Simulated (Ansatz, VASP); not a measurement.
## Two plane-wave programs on WSe2

Contents of POSCAR:

```
WSe2
1.0
    3.2666707717      0.0000000000      0.0000000000
   -1.6333353859      2.8290198741      0.0000000000
    0.0000000000      0.0000000000     13.0172138987
W Se
2 4
Direct
    0.3333333333      0.6666666667      0.2500000000
    0.6666666667      0.3333333333      0.7500000000
    0.6666666667      0.3333333333      0.3787243072
    0.6666666667      0.3333333333      0.1212756928
    0.3333333333      0.6666666667      0.8787243072
    0.3333333333      0.6666666667      0.6212756928
```

The input INCAR.step1:

```
PREC = Accurate ; ENCUT = 520
ISMEAR = 0 ; SIGMA = 0.01
LREAL = False ; LASPH = True
NELM = 60 ; NBANDS = 35
GGA = PE ; ALGO = Normal
EDIFF = 1E-4 ; LWAVE = True
LCHARG = False
```

The input INCAR.step2:

```
PREC = Accurate ; ENCUT = 520
EDIFF = 1E-6 ; ISMEAR = 0
SIGMA = 0.01 ; LREAL = False
LASPH = True ; NELM = 60
ALGO = Normal ; ISIF = 2
LWAVE = False ; LCHARG = False
METAGGA = R2SCAN ; LMIXTAU = True
NBANDS = 35 ; ISTART = 1
```

KPOINTS

```
Automatic mesh
0
Gamma
  12 12 2
```

Input for Ansatz:

```yaml
crystal:
  lattice:
    - [3.2666707717, 0.0, 0.0]
    - [-1.6333353859, 2.8290198741, 0.0]
    - [0.0, 0.0, 13.0172138987]
  atoms:
    - { symbol: W, position: [0.3333333333, 0.6666666667, 0.25] }
    - { symbol: W, position: [0.6666666667, 0.3333333333, 0.75] }
    - { symbol: Se, position: [0.6666666667, 0.3333333333, 0.3787243072] }
    - { symbol: Se, position: [0.6666666667, 0.3333333333, 0.1212756928] }
    - { symbol: Se, position: [0.3333333333, 0.6666666667, 0.8787243072] }
    - { symbol: Se, position: [0.3333333333, 0.6666666667, 0.6212756928] }
kpoints:
  mp_grid: { grid: [12, 12, 2] }
  band_path:
    path:
      - [0.0, 0.0, 0.0]
      - [0.5, 0.0, 0.0]
      - [0.3333333333, 0.3333333333, 0.0]
      - [0.0, 0.0, 0.5]
      - [0.5, 0.0, 0.5]
      - [0.3333333333, 0.3333333333, 0.5]
      - [0.179688, 0.182292, 0.0]
    npoints: 1
hamiltonian:
  xc: r2scan
scf:
  occupations: { method: fixed }
  n_extra_bands: 5
output:
  forces: true
  stress: true
  eigenvalues: true
  write_density: true
  write_potential: true
  elf: true
  volumetric_format: npy
```

Change from the starting cell: hydrostatic strain -1.0%.

Alike in both runs: task single point; functional r2SCAN; k mesh 12 × 12 × 2; no spin polarisation.

```csv
,VASP,Ansatz
version,VASP 6.6.1,Ansatz 0.2.0
potentials or method,"VASP PAW PBE potentials, release 64 (W_sv, Se)","plane waves, PAW"
plane-wave cutoff (eV),520,500
occupations,"gaussian, width 0.01 eV",fixed
valence electrons in the cell,52,92
```

|  | VASP | Ansatz | Ansatz less VASP |
| --- | --- | --- | --- |
| gap on the k mesh at the Fermi level (eV) | 1.12 | 1.13 | +0.004 |
| pressure (GPa) | 3.8 | 3.4 | -0.36 |
| traceless stress, the component that is largest in VASP (GPa) | -1.34 | -1.39 | -0.045 |
| rms of the force components (eV/Å) | 0.002 | 0.020 | +0.0184 |

VASP's potentials were made for PBE, not for r2SCAN. Atom by atom the forces differ by 0.023 eV/Å (rms over components). VASP's potentials hold 52 valence electrons a cell and Ansatz's 92, so a difference there can come from the potentials and not from the codes.

Spin-orbit coupling is off throughout.
